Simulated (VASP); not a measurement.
# Fe (I4/mmm) in VASP: notebook

Fe is run at these levels: LDA, PBEsol, BLYP+D3(BJ); tasks: single point.

Everything below comes from runs of VASP 6.6.1. Logs are shortened: lines on timing, memory, paths and dates and some standing lists are left out, and cuts for length are marked.

**1. The cell of the first run**

The typed cell holds 1 atom: a = 2.751 Å, b = 2.383 Å, c = 2.383 Å, α = 70.52°, β = 54.74°, γ = 54.74°.

**2. Single point, LDA, collinear spin, ferromagnetic start**

File INCAR:

```
SYSTEM = Fe
PREC = Accurate
ENCUT = 520
EDIFF = 1E-6
ISMEAR = -1
SIGMA = 0.15
LREAL = .FALSE.
LASPH = .TRUE.
NELM = 150
ALGO = Normal
ISIF = 2
LWAVE = .FALSE.
LCHARG = .TRUE.
ISPIN = 2
MAGMOM = 4.5
LORBIT = 11
LMAXMIX = 4
GGA = CA
LELF = .TRUE.
LVHAR = .TRUE.
NBANDS = 14
```

File KPOINTS:

```
Automatic mesh
0
G
  9 9 9
  0 0 0
```

File POSCAR:

```
Fe
1.0
    0.0000000000      1.9454533414      1.9455296630
    1.3761250784      0.0000000000      1.9455296630
    1.3761250784      1.9454533414      0.0000000000
Fe
1
Direct
    0.0000000000      0.0000000000      0.0000000000
```

Potentials or basis: VASP PAW LDA potentials, release 64 (Fe).

Run with:

```console
cat potpaw_LDA.64/Fe/POTCAR > POTCAR
mpirun -np 1 vasp_std > vasp.out
```

OUTCAR:

```text
SYSTEM = Fe
   PREC = Accurate
   ENCUT = 520
   EDIFF = 1E-6
   ISMEAR = -1
   LREAL = .FALSE.
   LASPH = .TRUE.
   NELM = 150
   ISIF = 2
   ISPIN = 2
   LORBIT = 11
   GGA = CA

 ion  position               nearest neighbor table
   1  0.000  0.000  0.000-

  LATTYP: Found a face centered orthorhombic cell.
 ALAT       =     2.7522501568
 B/A-ratio  =     1.4137183981
 C/A-ratio  =     1.4137738593

  Lattice vectors:

 A1 = (   0.0000000000,   1.9454533414,   1.9455296630)
 A2 = (   1.3761250784,   0.0000000000,   1.9455296630)
 A3 = (   1.3761250784,   1.9454533414,   0.0000000000)

Analysis of symmetry for initial positions (statically):
=====================================================================
 Subroutine PRICEL returns:
 Original cell was already a primitive cell.

 Routine SETGRP: Setting up the symmetry group for a
 face centered orthorhombic supercell.

 Subroutine GETGRP returns: Found  8 space group operations
 (whereof  8 operations were pure point group operations)
 out of a pool of  8 trial point group operations.

The static configuration has the point symmetry D_2h.

Analysis of symmetry for dynamics (positions and initial velocities):
=====================================================================
 Subroutine PRICEL returns:
 Original cell was already a primitive cell.

 Routine SETGRP: Setting up the symmetry group for a
 face centered orthorhombic supercell.

 Subroutine GETGRP returns: Found  8 space group operations
 (whereof  8 operations were pure point group operations)
 out of a pool of  8 trial point group operations.

The dynamic configuration has the point symmetry D_2h.

Analysis of structural, dynamic, and magnetic symmetry:
=====================================================================
 Subroutine PRICEL returns:
 Original cell was already a primitive cell.

 Routine SETGRP: Setting up the symmetry group for a
 face centered orthorhombic supercell.

 Subroutine GETGRP returns: Found  8 space group operations
 (whereof  8 operations were pure point group operations)
 out of a pool of  8 trial point group operations.

The overall configuration has the point symmetry D_2h.

 Subroutine INISYM returns: Found  8 space group operations
 (whereof  8 operations are pure point group operations),
 and found     1 'primitive' translations

----------------------------------------------------------------------------------------

                                     Primitive cell

  volume of cell :      10.4171

  direct lattice vectors                    reciprocal lattice vectors
     0.000000000  1.945453341  1.945529663    -0.363339066  0.257009505  0.256999423
[... 125 lines left out ...]
  ext. energy  EPLUGINS =         0.00000000
  ---------------------------------------------------
  free energy    TOTEN  =        -9.26716047 eV

  energy without entropy =       -9.18395920  energy(sigma->0) =       -9.22555984

 E-fermi :   6.6815     XC(G=0): -13.9135

 val. band max:        6.6615045196   @ k =  -0.4444   0.2222   0.3333
 cond. band min:       6.6889548546   @ k =  -0.2222   0.1111   0.1111
 fundamental gap:      0.0274503350
 Fermi energy:         6.6814682285

 spin component 1

 k-point     1 :       0.0000    0.0000    0.0000
  band No.  band energies     occupation
      1      -2.3992      1.00000
      2       4.2020      1.00000
      3       4.2024      1.00000
      4       4.2043      1.00000
      5       5.7535      0.99795
      6       5.7556      0.99792
      7      32.3438      0.00000
      8      32.3512      0.00000
      9      32.3524      0.00000
     10      38.0820      0.00000
     11      38.0867      0.00000
     12      40.7544      0.00000
     13      40.7547      0.00000
     14      40.7664      0.00000
[... 379 lines left out ...]
      3       5.7472      0.99803
      4       5.9770      0.99096
      5       6.5894      0.64879
      6       7.2082      0.02899
      7      15.5451      0.00000
      8      25.7832      0.00000
      9      28.3322      0.00000
     10      31.3608      0.00000
     11      35.5902      0.00000
     12      42.5673      0.00000
     13      45.5758      0.00000
     14      50.5062      0.00000

 [... further k-points ...]

 spin component 2

 k-point     1 :       0.0000    0.0000    0.0000
  band No.  band energies     occupation
      1      -2.0181      1.00000
      2       5.7831      0.99750
      3       5.7835      0.99749
      4       5.7859      0.99745
      5       7.8284      0.00048
      6       7.8312      0.00047
      7      32.5283      0.00000
      8      32.5358      0.00000
      9      32.5370      0.00000
     10      38.5626      0.00000
     11      38.5666      0.00000
     12      41.5398      0.00000
     13      41.5401      0.00000
     14      41.5518      0.00000
[... 379 lines left out ...]
      3       7.0303      0.08905
      4       7.7594      0.00076
      5       8.1023      0.00008
      6       9.0299      0.00000
      7      16.6906      0.00000
      8      26.1031      0.00000
      9      28.9386      0.00000
     10      32.0925      0.00000
     11      36.3356      0.00000
     12      42.9129      0.00000
     13      46.0658      0.00000
     14      51.2554      0.00000

 [... further k-points ...]

------------------------ aborting loop because EDIFF is reached ----------------------------------------

  FORCE on cell =-STRESS in cart. coord.  units (eV):
  Direction    XX          YY          ZZ          XY          YZ          ZX
  --------------------------------------------------------------------------------------
  -------------------------------------------------------------------------------------
  Total       -0.0705374     -0.0674381     -0.0681678      0.0000000      0.0000000      0.0000000
  in kB      -10.8488372    -10.3721665    -10.4843948      0.0000000      0.0000000      0.0000000
  external PRESSURE =     -10.5684662 kB  Pullay stress =       0.0000000 kB

 VOLUME and BASIS-vectors are now :
 -----------------------------------------------------------------------------
  energy-cutoff  :      520.00
  volume of cell :       10.42
      direct lattice vectors                 reciprocal lattice vectors
     0.000000000  1.945453341  1.945529663    -0.363339066  0.257009505  0.256999423
     1.376125078  0.000000000  1.945529663     0.363339066 -0.257009505  0.256999423
     1.376125078  1.945453341  0.000000000     0.363339066  0.257009505 -0.256999423

 POSITION                                       TOTAL-FORCE (eV/Angst)
 -----------------------------------------------------------------------------------
      0.00000      0.00000      0.00000        -0.000000      0.000000      0.000000
 -----------------------------------------------------------------------------------
    total drift:                                0.000000      0.000000      0.000000

  FREE ENERGIE OF THE ION-ELECTRON SYSTEM (eV)
  ---------------------------------------------------
  free  energy   TOTEN  =        -9.2671604742 eV

  energy  without entropy=       -9.1839592002  energy(sigma->0) =       -9.22555984

 total charge

# of ion       s       p       d       tot
------------------------------------------
    1        0.527   0.614   6.331   7.472

 magnetization (x)

# of ion       s       p       d       tot
------------------------------------------
    1       -0.008  -0.027   1.948   1.914
```

It took 42 s on 1 thread of Intel Xeon 8259CL, shared host; peak memory 0.14 GiB.

Results:

```
Free energy                                           : -9.2672 eV
Pressure                                              : -1.1 GPa
Net moment                                            : 1.95 μB per cell
Site moments                                          : Fe +1.91 μB
Valence electrons inside the program's atomic spheres : Fe 7.47
```

Levels at points of the mesh, in eV from the Fermi level:
Spin up:
| k point | band 1 | band 2 | band 3 | band 4 | band 5 | band 6 | band 7 | band 8 | band 9 | band 10 |
| --- | --- | --- | --- | --- | --- | --- | --- | --- | --- | --- |
| (0.00, 0.00, 0.00) | -9.08 | -2.48 | -2.48 | -2.48 | -0.93 | -0.93 | 25.66 | 25.67 | 25.67 | 31.40 |
Spin down:
```
           k point  band 1  band 2  band 3  band 4  band 5  band 6
(0.00, 0.00, 0.00)   -8.70   -0.90   -0.90   -0.90    1.15    1.15
```

**3. Single point, PBEsol, collinear spin, ferromagnetic start**

This run uses another cell than the first one, of 10.82 Å³/atom.

File INCAR:

```
PREC = Accurate
ENCUT = 520
EDIFF = 1E-6
ISMEAR = -1
SIGMA = 0.15
LREAL = F
LASPH = T
NELM = 150
ALGO = Normal
ISIF = 2
LWAVE = F
LCHARG = F
ISPIN = 2
MAGMOM = 4.5
LORBIT = 11
LMAXMIX = 4
GGA = PS
NBANDS = 14
```

File KPOINTS:

```
regular mesh
0
Gamma
  9 9 9
```

File POSCAR:

```
Fe
1.0
    0.0000000000      1.9702004764      1.9702729905
    1.3935863527      0.0000000000      1.9702729905
    1.3935863527      1.9702004764      0.0000000000
Fe
1
Direct
    0.0000000000      0.0000000000      0.0000000000
```

Potentials or basis: VASP PAW PBE potentials, release 64 (Fe).

Run with:

```console
cat potpaw_PBE.64/Fe/POTCAR > POTCAR
mpirun -np 1 vasp_std > vasp.out
```

Wall time 48 s (1 thread of Intel Xeon 8259CL, shared host); peak memory 0.16 GiB.

Results (log left out):

```yaml
Free_energy: -8.9584 eV
Pressure: -0.1 GPa
Net_moment: 2.09 μB per cell
Site_moments: Fe +2.07 μB
Valence_electrons_inside_the_program's_atomic_spheres: Fe 7.38
```

Levels at points of the mesh, in eV from the Fermi level:
Spin up:
```csv
k point,band 2,band 3,band 4,band 5,band 6,band 7,band 8,band 9
"(0.00, 0.00, 0.00)",-2.41,-2.41,-2.41,-1.05,-1.05,25.38,25.38,25.38
```
Spin down:
```tsv
k point	band 1	band 2	band 3	band 4	band 5	band 6
(0.00, 0.00, 0.00)	-8.56	-0.60	-0.60	-0.60	1.50	1.50
```

Caveat: the PAW data sets were made with another functional, which shifts forces and pressure a little.

**4. Single point, BLYP+D3(BJ), collinear spin, ferromagnetic start**

This run uses another cell than the first one, of 11.12 Å³/atom.

Changes to INCAR since step 3:

```diff
@@ -16,3 +16,12 @@
 LMAXMIX = 4
-GGA = PS
+GGA = B5
+ALDAX = 1.0
+AGGAX = 1.0
+AGGAC = 1.0
+ALDAC = 0.0
+IVDW = 12
 NBANDS = 14
+VDW_S6 = 1.0
+VDW_S8 = 2.6996
+VDW_A1 = 0.4298
+VDW_A2 = 4.2359
```

File KPOINTS:

```
Automatic mesh
0
Gamma
  9 9 9
```

File POSCAR:

```
Fe
1.0
    0.0000000000      1.9882966337      1.9883488241
    1.4063739370      0.0000000000      1.9883488241
    1.4063739370      1.9882966337      0.0000000000
Fe
1
Direct
    0.0000000000      0.0000000000      0.0000000000
```

Potentials or basis: VASP PAW PBE potentials, release 64 (Fe).

Run with:

```console
cat potpaw_PBE.64/Fe/POTCAR > POTCAR
mpirun -np 1 vasp_std > vasp.out
```

OUTCAR:

```text
PREC = Accurate
   ENCUT = 520
   EDIFF = 1E-6
   ISMEAR = -1
   LREAL = F
   LASPH = T
   NELM = 150
   ISIF = 2
   ISPIN = 2
   LORBIT = 11
   GGA = B5
   IVDW = 12
 IVDW          = 12

 ion  position               nearest neighbor table
   1  0.000  0.000  0.000-

  LATTYP: Found a face centered orthorhombic cell.
 ALAT       =     2.8127478740
 B/A-ratio  =     1.4137752282
 C/A-ratio  =     1.4138123381

  Lattice vectors:

[... 1028 lines left out ...]
  Direction    XX          YY          ZZ          XY          YZ          ZX
  --------------------------------------------------------------------------------------
  -------------------------------------------------------------------------------------
  Total       0.01155     0.01425     0.01388    -0.00000     0.00000     0.00000
  in kB       1.66358     2.05293     1.99978    -0.00000     0.00000     0.00000
  external pressure =        1.91 kB  Pullay stress =        0.00 kB

 VOLUME and BASIS-vectors are now :
 -----------------------------------------------------------------------------
  energy-cutoff  :      520.00
  volume of cell :       11.12
      direct lattice vectors                 reciprocal lattice vectors
     0.000000000  1.988296634  1.988348824    -0.355524222  0.251471532  0.251464931
     1.406373937  0.000000000  1.988348824     0.355524222 -0.251471532  0.251464931
     1.406373937  1.988296634  0.000000000     0.355524222  0.251471532 -0.251464931

 POSITION                                       TOTAL-FORCE (eV/Angst)
 -----------------------------------------------------------------------------------
      0.00000      0.00000      0.00000         0.000000      0.000000     -0.000000
 -----------------------------------------------------------------------------------
    total drift:                                0.000000     -0.000000     -0.000000

  FREE ENERGIE OF THE ION-ELECTRON SYSTEM (eV)
  ---------------------------------------------------
  free  energy   TOTEN  =        -8.0334559487 eV

  energy  without entropy=       -7.9628479908  energy(sigma->0) =       -7.99815197

 total charge

# of ion       s       p       d       tot
------------------------------------------
    1        0.497   0.538   6.318   7.354

 magnetization (x)

# of ion       s       p       d       tot
------------------------------------------
    1       -0.012  -0.047   2.147   2.088
```

Wall time 52 s (1 thread of Intel Xeon 8259CL, shared host); peak memory 0.16 GiB.

What came out:

```
Free energy                                           : -8.0335 eV
Pressure                                              : 0.2 GPa
Net moment                                            : 2.10 μB per cell
Site moments                                          : Fe +2.09 μB
Valence electrons inside the program's atomic spheres : Fe 7.35
Dispersion energy per atom                            : -0.842 eV
```

Caveat: the PAW data sets were made with another functional, which shifts forces and pressure a little.

**5. Summary**

```tsv
level	potentials or basis	cell	gap on the mesh (eV)	pressure (GPa)	moment (μB)
LDA	VASP PAW LDA potentials, release 64 (Fe)	a = 2.751, b = 2.383, c = 2.383 Å, angles 70.5, 54.7, 54.7°, 1 atom	none	-1.1	1.95
PBEsol	VASP PAW PBE potentials, release 64 (Fe)	a = 2.786, b = 2.413, c = 2.413 Å, angles 70.5, 54.7, 54.7°, 1 atom	none	-0.1	2.09
BLYP+D3(BJ)	VASP PAW PBE potentials, release 64 (Fe)	a = 2.812, b = 2.435, c = 2.435 Å, angles 70.5, 54.7, 54.7°, 1 atom	none	0.2	2.10
```

Alike in all rows: task single point; spin collinear, ferromagnetic start; k mesh 9 × 9 × 9; cutoff (eV) 520; smearing fermi-dirac 0.15 eV.

Caveats: the PAW data sets were made with another functional, which shifts forces and pressure a little (at least some runs).

Total energies depend on the potentials used, so only differences within one code and one set of settings carry meaning.

The gap in the log of VASP goes by the Fermi energy; the results here count the filled bands.